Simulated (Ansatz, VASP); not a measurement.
## LiH in VASP and in Ansatz

```
Li H
1.0
     0.00000    2.04646    2.04646
     2.04646    0.00000    2.04646
     2.04646    2.04646    0.00000
Li H
1 1
Direct
  0.00000 0.00000 0.00000
  0.50000 0.50000 0.50000
```

Change from the starting cell: hydrostatic strain +2.2%.

Alike in both runs: task single point; functional r2SCAN; k mesh 10 × 10 × 10; no spin polarisation.

|  | VASP | Ansatz |
| --- | --- | --- |
| version | VASP 6.6.1 | Ansatz 0.2.0 |
| potentials or method | VASP PAW PBE potentials, release 64 (Li_sv, H) | plane waves, PAW |
| plane-wave cutoff (eV) | 520 | 500 |
| occupations | gaussian, width 0.01 eV | fixed |
| valence electrons in the cell | 4 | 4 |

|  | VASP | Ansatz | Ansatz less VASP |
| --- | --- | --- | --- |
| gap on the k mesh at the Fermi level (eV) | 3.62 | 3.67 | +0.050 |

VASP's potentials were made for PBE, not for r2SCAN.

Noted on VASP's run: the cutoff is under 1.25 times that of the potentials, so the pressure is a little rough.
